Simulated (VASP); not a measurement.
## HgTe: single point with PBEsol

Crystal: HgTe.

```
Hg Te
1.0
    -3.04560    3.04560    1.55941
     3.04560   -3.04560    1.55941
     3.04560    3.04560   -1.55941
Hg Te
1 1
Direct
  0.25000 0.75000 0.50000
  0.00000 0.00000 0.00000
```

```json
{
 "Program": "VASP 6.6.1",
 "Task": "single point",
 "Functional": "PBEsol",
 "Potentials or basis": "VASP PAW PBE potentials, release 64 (Hg, Te)",
 "Cutoff": "520 eV",
 "k mesh": "8 × 8 × 8",
 "Occupations": "fermi-dirac, width 0.02 eV",
 "Spin": "no spin polarisation",
 "Dipole correction": "no",
 "Further INCAR settings": "ALGO = Normal; EDIFF = 1e-07; NBANDS = 16"
}
```

| Quantity | Value |
| --- | --- |
| Pressure | -3.6 GPa |
| Band gap on the k mesh | zero (band 9 reaches 5.74 eV, above the bottom of band 10 at 2.76 eV) |

Stress tensor (GPa, compression positive):
```
-3.95  0.00  0.00
 0.00 -3.95  0.00
 0.00  0.00 -2.95
```

Levels at points of the mesh, in eV from the Fermi level:
| k point | band 7 | band 8 | band 9 | band 10 | band 11 | band 12 |
| --- | --- | --- | --- | --- | --- | --- |
| (0.00, 0.00, 0.00) | -3.51 | -2.48 | -2.48 | 3.40 | 4.52 | 6.84 |
| (0.50, 0.00, 0.00) | -4.59 | -1.98 | -1.13 | -0.20 | 3.15 | 3.71 |
| (0.50, 0.50, 0.00) | -6.09 | -0.94 | 1.43 | 1.88 | 2.80 | 3.37 |
| (0.50, 0.50, 0.50) | -4.43 | -4.38 | -4.38 | 3.07 | 7.24 | 7.95 |

Run time: 43 s on 1 thread of Intel(R) Xeon(R) Platinum 8375C CPU @ 2.90GHz (Ice Lake), with other jobs on the host, peak memory 0.23 GiB.

Caveat: the PAW data sets were made with another functional, which shifts forces and pressure a little; spin-orbit coupling is left out, which moves the levels of the heavy elements.
